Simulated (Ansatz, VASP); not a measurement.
Na3FeSb: VASP beside Ansatz

```
Na Fe Sb
1.0
     5.87967    0.00000    0.00000
     0.00000    5.87967    0.00000
     0.00000    0.00000    5.87967
Na Fe Sb
3 1 1
Direct
  0.00000 0.50000 0.50000
  0.50000 0.00000 0.50000
  0.50000 0.50000 0.00000
  0.00000 0.00000 0.00000
  0.50000 0.50000 0.50000
```

Alike in both runs: functional PBE; k mesh 6 × 6 × 6; occupations gaussian, width 0.1 eV; collinear spin.

Ansatz relaxed the structure, and its values are those at the end. VASP's run is a single point on that final structure, the one shown.

|  | VASP | Ansatz |
| --- | --- | --- |
| version | VASP 6.6.1 | Ansatz 0.2.0 |
| potentials or method | VASP PAW PBE potentials, release 64 (Na_pv, Fe, Sb), cutoff 520 eV | scalar-relativistic, plane waves, PAW |
| valence electrons in the cell | 34 | 58 |

|  | VASP | Ansatz | Ansatz less VASP |
| --- | --- | --- | --- |
| gap on the k mesh at the Fermi level (eV) | none | none | - |
| pressure (GPa) | 0.0 | 0.0 | -0.02 |
| net moment per atom (μB) | 0.80 | 0.80 | 0.000 |
| size of the moment on the site where the two differ most (μB) | 3.45 | 3.71 | +0.258 |

Site moments also hang on the region over which each program counts them. A gap of «none» marks a metal or a gap that the smearing closes. VASP's potentials hold 34 valence electrons a cell and Ansatz's 58, so a difference there can come from the potentials and not from the codes. Ansatz's warnings: given moment on shells.

Neither program's run includes spin-orbit coupling.
